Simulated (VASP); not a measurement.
A run of VASP 6.6.1:

POSCAR

```
ZrO2
1.0
    3.6010247221      0.0000000000      0.0000000000
    0.0000000000      3.6010247221      0.0000000000
    0.0000000000      0.0000000000      5.2271472154
Zr O
2 4
Direct
    0.5000000000      0.5000000000      0.5000000000
    0.0000000000      0.0000000000      0.0000000000
    0.0000000000      0.5000000000      0.6969727278
    0.5000000000      0.0000000000      0.8030272722
    0.5000000000      0.0000000000      0.3030272722
    0.0000000000      0.5000000000      0.1969727278
```

The input INCAR.step1:

```
SYSTEM = ZrO2
PREC     = Accurate       ! precision mode
ENCUT    = 520            ! plane-wave cutoff, eV
EDIFF    = 1E-5           ! SCF threshold, eV
ISMEAR   = 0              ! smearing method
SIGMA    = 0.01           ! smearing width, eV
LREAL    = .FALSE.        ! projectors in reciprocal space
LASPH    = .TRUE.         ! aspherical terms in the spheres
NELM     = 120            ! most SCF steps
ALGO     = Normal         ! electronic algorithm
ISIF     = 2              ! what is computed and relaxed
LWAVE    = .TRUE.         ! write WAVECAR
LCHARG   = .FALSE.        ! write CHGCAR
GGA      = PE             ! functional
NBANDS   = 33             ! bands
GGA_COMPAT= .FALSE.      
KPAR     = 4
```

File INCAR.step2:

```
SYSTEM = ZrO2
PREC     = Accurate       ! precision mode
ENCUT    = 520            ! plane-wave cutoff, eV
EDIFF    = 1E-6           ! SCF threshold, eV
ISMEAR   = 0              ! smearing method
SIGMA    = 0.01           ! smearing width, eV
LREAL    = .FALSE.        ! projectors in reciprocal space
LASPH    = .TRUE.         ! aspherical terms in the spheres
NELM     = 120            ! most SCF steps
ALGO     = Normal         ! electronic algorithm
ISIF     = 2              ! what is computed and relaxed
LWAVE    = .FALSE.        ! write WAVECAR
LCHARG   = .FALSE.        ! write CHGCAR
GGA      = PE             ! functional
LHFCALC  = .TRUE.         ! exact exchange
HFSCREEN = 0.2079         ! screening, 1/A
PRECFOCK = Normal       
ISTART   = 1            
NBANDS   = 33             ! bands
GGA_COMPAT= .FALSE.      
KPAR     = 4
```

The input KPOINTS:

```
regular mesh
0
G
  4 4 4
  0 0 0
```

Potentials or basis: VASP PAW PBE potentials, release 64 (Zr_sv, O).

Run with:

```bash
$ cat potpaw_PBE.64/Zr_sv/POTCAR potpaw_PBE.64/O/POTCAR > POTCAR
$ cp INCAR.step1 INCAR
$ mpirun -np 4 vasp_std > vasp.out
$ cp INCAR.step2 INCAR
$ mpirun -np 4 vasp_std > vasp.out
```

Hardware: 4 MPI ranks on AMD EPYC 9R45 96-Core Processor (Zen 5), with other jobs on the host.

Estimate the wall time of this run.

Run time: 25 min on 4 MPI ranks on AMD EPYC 9R45 96-Core Processor (Zen 5), on a shared host, peak memory 0.3 GiB a rank. Counts: k points 18.
